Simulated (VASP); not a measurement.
Set up this calculation in VASP 6.6.1, as the native input.

```yaml
Task: single point
Functional: r2SCAN
Potentials_or_basis: VASP PAW PBE potentials, release 64 (Nb_sv, H)
Cutoff: 520 eV
k_mesh: 12 × 12 × 12
Occupations: gaussian, width 0.05 eV
Spin: no spin polarisation
Dipole_correction: no
Further_INCAR_settings: ALGO = Normal; EDIFF = 1e-07; NBANDS = 14
```

Crystal: NbH2.

```
Nb H
1.0
     0.00000    2.28150    2.28150
     2.28150    0.00000    2.28150
     2.28150    2.28150    0.00000
Nb H
1 2
Direct
  0.00000 0.00000 0.00000
  0.25000 0.25000 0.25000
  0.75000 0.75000 0.75000
```

The input as run:

POSCAR

```
NbH2
1.0
    0.0000000000      2.2814993472      2.2814993472
    2.2814993472      0.0000000000      2.2814993472
    2.2814993472      2.2814993472      0.0000000000
Nb H
1 2
Direct
    0.0000000000      0.0000000000      0.0000000000
    0.2500000000      0.2500000000      0.2500000000
    0.7500000000      0.7500000000      0.7500000000
```

INCAR.step1

```
SYSTEM = NbH2
PREC = Accurate ; ENCUT = 520
ISMEAR = 0 ; SIGMA = 0.05
LREAL = .False. ; LASPH = .True.
NELM = 80 ; NBANDS = 14
GGA = PE ; ALGO = Normal
EDIFF = 1E-4 ; LWAVE = .True.
LCHARG = .False.
```

INCAR.step2

```
SYSTEM = NbH2
PREC = Accurate ; ENCUT = 520
EDIFF = 1E-7 ; ISMEAR = 0
SIGMA = 0.05 ; LREAL = .False.
LASPH = .True. ; NELM = 80
ALGO = Normal ; ISIF = 2
LWAVE = .False. ; LCHARG = .False.
METAGGA = R2SCAN ; LMIXTAU = .True.
NBANDS = 14 ; ISTART = 1
```

KPOINTS

```
Automatic mesh
0
Gamma
  12 12 12
  0 0 0
```

Potentials or basis: VASP PAW PBE potentials, release 64 (Nb_sv, H).

The run is started by

```sh
$ cat potpaw_PBE.64/Nb_sv/POTCAR potpaw_PBE.64/H/POTCAR > POTCAR
$ cp INCAR.step1 INCAR
$ mpirun -np 1 vasp_std > vasp.out
$ cp INCAR.step2 INCAR
$ mpirun -np 1 vasp_std > vasp.out
```

It gave:

The pressure is -2.2 GPa and the band gap on the k mesh is zero (an odd number of electrons rules out a gap without spin polarisation).

Caveat: the PAW data sets were made with another functional, which shifts forces and pressure a little.

It took 110 s on 1 thread of Intel Xeon 8259CL, with other jobs on the host, peak memory 0.16 GiB.
